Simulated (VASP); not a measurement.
Input of a VASP 6.6.1 run:

Contents of INCAR:

```
PREC = Accurate ; ENCUT = 600
EDIFF = 1E-6 ; ISMEAR = -1
SIGMA = 0.03 ; LREAL = F
LASPH = T ; NELM = 120
ALGO = Normal ; ISIF = 2
LWAVE = F ; LCHARG = T
GGA = CA ; LELF = T
LVHAR = T ; NBANDS = 11
GGA_COMPAT = F
```

The input KPOINTS:

```
regular mesh
0
Gamma
  8 8 8
```

File POSCAR:

```
MgO
1.0
    0.0000000000      2.1100000000      2.1100000000
    2.1100000000      0.0000000000      2.1100000000
    2.1100000000      2.1100000000      0.0000000000
Mg O
1 1
Direct
    0.0000000000      0.0000000000      0.0000000000
    0.5000000000      0.5000000000      0.5000000000
```

Potentials or basis: VASP PAW LDA potentials, release 64 (Mg, O).

Command:

```bash
$ cat potpaw_LDA.64/Mg/POTCAR potpaw_LDA.64/O/POTCAR > POTCAR
$ mpirun -np 1 vasp_std > vasp.out
```

Estimate the pressure.

-8.8 GPa.

Predict the band gap on the k mesh.

4.60 eV, direct.
